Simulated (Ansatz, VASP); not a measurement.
# Two plane-wave programs on CsVBr3

The input INCAR:

```
ALGO = Normal ; EDIFF = 1E-7
ENCUT = 520 ; ISIF = 2
ISMEAR = 0 ; ISPIN = 2
LASPH = T ; LCHARG = F
LDAU = T ; LDAUJ = 0 0 0
LDAUL = -1 2 -1 ; LDAUPRINT = 1
LDAUTYPE = 2 ; LDAUU = 0 4 0
LMAXMIX = 4 ; LORBIT = 11
LREAL = F ; LWAVE = F
MAGMOM = 0 0 2.8 -2.8 0 0 0 0 0 0 ; NBANDS = 58
NELM = 150 ; PREC = Accurate
SIGMA = 0.05
```

File KPOINTS:

```
k-points
0
Gamma
  3 3 3
```

Contents of POSCAR:

```
CsVBr3
1.0
    7.5699989100      0.0000000000      0.0000000000
   -3.7849994500      6.5558113600      0.0000000000
    0.0000000000      0.0000000000      6.3199999200
Cs V Br
2 2 6
Direct
    0.3333333333      0.6666666667      0.7500000000
    0.6666666667      0.3333333333      0.2500000000
    0.0000000000      0.0000000000      0.0000000000
    0.0000000000      0.0000000000      0.5000000000
    0.1600000000      0.3200000000      0.2500000000
    0.8400000000      0.1600000000      0.7500000000
    0.6800000000      0.8400000000      0.2500000000
    0.8400000000      0.6800000000      0.7500000000
    0.1600000000      0.8400000000      0.2500000000
    0.3200000000      0.1600000000      0.7500000000
```

Input for Ansatz:

```yaml
crystal:
  lattice:
    - [7.56999891, 0.0, 0.0]
    - [-3.78499945, 6.55581136, 0.0]
    - [0.0, 0.0, 6.31999992]
  atoms:
    - { symbol: Cs, position: [0.3333333333, 0.6666666667, 0.75] }
    - { symbol: Cs, position: [0.6666666667, 0.3333333333, 0.25] }
    - { symbol: V, position: [0.0, 0.0, 0.0], spin: 3.0 }
    - { symbol: V, position: [0.0, 0.0, 0.5], spin: -3.0 }
    - { symbol: Br, position: [0.16, 0.32, 0.25] }
    - { symbol: Br, position: [0.84, 0.16, 0.75] }
    - { symbol: Br, position: [0.68, 0.84, 0.25] }
    - { symbol: Br, position: [0.84, 0.68, 0.75] }
    - { symbol: Br, position: [0.16, 0.84, 0.25] }
    - { symbol: Br, position: [0.32, 0.16, 0.75] }
basis:
  ecutwfc: 420
  ecutrho_ratio: 4
kpoints:
  mp_grid: { grid: [3, 3, 3] }
hamiltonian:
  xc: lda
  hubbard:
    sites:
      - { site: 2, l: d, u_eff: 4.0, starting_ns: [{ spin: up, occupation_matrix: s2up }, { spin: down, occupation_matrix: s2down }] }
      - { site: 3, l: d, u_eff: 4.0, starting_ns: [{ spin: up, occupation_matrix: s3up }, { spin: down, occupation_matrix: s3down }] }
    occupation_matrices:
      s2up:
        matrix:
          - [0.97, 0.0, 0.0, 0.0, 0.0]
          - [0.0, 0.33813, 0.0, 0.0, -0.44835]
          - [0.0, 0.0, 0.33813, -0.44835, 0.0]
          - [0.0, 0.0, -0.44835, 0.65187, 0.0]
          - [0.0, -0.44835, 0.0, 0.0, 0.65187]
      s2down:
        matrix:
          - [0.02, 0.0, 0.0, 0.0, 0.0]
          - [0.0, 0.02, 0.0, 0.0, 0.0]
          - [0.0, 0.0, 0.02, 0.0, 0.0]
          - [0.0, 0.0, 0.0, 0.02, 0.0]
          - [0.0, 0.0, 0.0, 0.0, 0.02]
      s3up:
        matrix:
          - [0.02, 0.0, 0.0, 0.0, 0.0]
          - [0.0, 0.02, 0.0, 0.0, 0.0]
          - [0.0, 0.0, 0.02, 0.0, 0.0]
          - [0.0, 0.0, 0.0, 0.02, 0.0]
          - [0.0, 0.0, 0.0, 0.0, 0.02]
      s3down:
        matrix:
          - [0.97, 0.0, 0.0, 0.0, 0.0]
          - [0.0, 0.33813, 0.0, 0.0, 0.44835]
          - [0.0, 0.0, 0.33813, 0.44835, 0.0]
          - [0.0, 0.0, 0.44835, 0.65187, 0.0]
          - [0.0, 0.44835, 0.0, 0.0, 0.65187]
    ns_hold: { iters: 10 }
scf:
  occupations: { method: gaussian, width: 0.05 }
  lower_state_search: "off"
  max_iter: 150
output:
  forces: true
  stress: true
  eigenvalues: true
  populations: true
  hubbard: { sites: [{ site: 2, l: d }, { site: 3, l: d }] }
  write_density: true
  write_potential: true
  elf: true
  volumetric_format: npy
magnetization:
  spin_polarized: true
```

Alike in both runs: task single point; functional LDA; k mesh 3 × 3 × 3; occupations gaussian, width 0.05 eV; collinear spin; Hubbard terms V d U = 4.0 eV.

```csv
,VASP,Ansatz
version,VASP 6.6.1,Ansatz 0.2.0
potentials or method,"VASP PAW LDA potentials, release 64 (Cs_sv, V_sv, Br), cutoff 520 eV","scalar-relativistic, plane waves, PAW"
valence electrons in the cell,86,86
```

|  | VASP | Ansatz | Ansatz less VASP |
| --- | --- | --- | --- |
| gap on the k mesh at the Fermi level (eV) | 3.34 | 3.62 | +0.283 |
| least direct gap on the mesh (eV) | 3.38 | 3.67 | +0.288 |
| pressure (GPa) | -1.1 | -1.2 | -0.03 |
| traceless stress, the component that is largest in VASP (GPa) | 0.05 | 0.25 | +0.210 |
| rms of the force components (eV/Å) | 0.028 | 0.013 | -0.0152 |
| net moment per atom (μB) | 0.00 | 0.00 | 0.000 |
| size of the moment on the site where the two differ most (μB) | 2.65 | 2.55 | -0.101 |

LDA's correlation is that of Perdew and Zunger in VASP and of Perdew and Wang (1992) in Ansatz. Site moments also hang on the region over which each program counts them. The programs project onto different local orbitals, so the same U acts differently, and such runs can settle in different states. Atom by atom the forces differ by 0.015 eV/Å (rms over components).

Neither program's run includes spin-orbit coupling.
